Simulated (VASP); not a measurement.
Set up this calculation in VASP 6.6.1, as the native input.

```yaml
Task: single point
Functional: PBE
Potentials_or_basis: VASP PAW PBE potentials, release 64 (Be, Co)
Cutoff: 520 eV
k_mesh: 4 × 4 × 4
Occupations: gaussian, width 0.1 eV
Spin: collinear spin, ferromagnetic start
Starting_moments: "[0.0, 0.0, 1.19] μB"
Dipole_correction: no
Further_INCAR_settings: ALGO = Fast; EDIFF = 1e-06; NBANDS = 18
```

The structure of Be2Co lies in POSCAR:

```
Be2Co
1.0
    0.0000000000      1.9194920000      5.3325430000
    1.3384940000      0.0000000000      5.3325430000
    1.3384940000      1.9194920000      0.0000000000
Be Co
2 1
Direct
    0.3360580000      0.3360580000      0.6639420000
    0.6639420000      0.6639420000      0.3360580000
    0.0000000000      0.0000000000      0.0000000000
```

The input as run:

INCAR

```
  PREC = Accurate
  ENCUT = 520
  EDIFF = 1E-6
  ISMEAR = 0
  SIGMA = 0.1
  LREAL = F
  LASPH = T
  NELM = 150
  ALGO = Fast
  ISIF = 2
  LWAVE = F
  LCHARG = F
  ISPIN = 2
  MAGMOM = 0 0 1.19
  LORBIT = 11
  LMAXMIX = 4
  GGA = PE
  NBANDS = 18
```

KPOINTS

```
Automatic mesh
0
Gamma
  4 4 4
```

Potentials or basis: VASP PAW PBE potentials, release 64 (Be, Co).

Run with:

```sh
$ cat potpaw_PBE.64/Be/POTCAR potpaw_PBE.64/Co/POTCAR > POTCAR
$ mpirun -np 1 vasp_std > vasp.out
```

Results of the run:

```yaml
Pressure: -2.9 GPa
Largest_force: 0.069 eV/Å
Net_moment: 0.47 μB per cell
Site_moments: Be -0.01; Co +0.51 μB
Valence_electrons_inside_the_program's_atomic_spheres: Be 1.05; Co 8.52
```

Caveat: the k points lie up to 0.73 Å⁻¹ apart.

It took 47 s on 1 thread of AMD EPYC 7R13 Processor (Zen 3) (shared host), peak memory 0.17 GiB.
